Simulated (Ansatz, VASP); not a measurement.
One calculation of Sn, two programs

```xyz
1
Lattice="-1.8947 1.8947 1.8947 1.8947 -1.8947 1.8947 1.8947 1.8947 -1.8947" Properties=species:S:1:pos:R:3 pbc="T T T"
Sn    0.0000    0.0000    0.0000
```

Alike in both runs: functional LDA; k mesh 10 × 10 × 10; occupations fermi-dirac, width 0.05 eV; no spin polarisation.

|  | VASP | Ansatz |
| --- | --- | --- |
| version | VASP 6.6.1 | Ansatz 0.2.0 |
| potentials or method | VASP PAW LDA potentials, release 64 (Sn_d) | Ansatz PAW |
| plane-wave cutoff (eV) | 520 | 420 |
| valence electrons in the cell | 14 | 14 |
| task | single point | band structure |

|  | VASP | Ansatz | Ansatz less VASP |
| --- | --- | --- | --- |
| gap on the k mesh at the Fermi level (eV) | none | none | - |
| pressure (GPa) | -3.5 | -3.4 | +0.06 |

LDA's correlation is that of Perdew and Zunger in VASP and of Perdew and Wang (1992) in Ansatz. A gap of «none» marks a metal or a gap that the smearing closes.
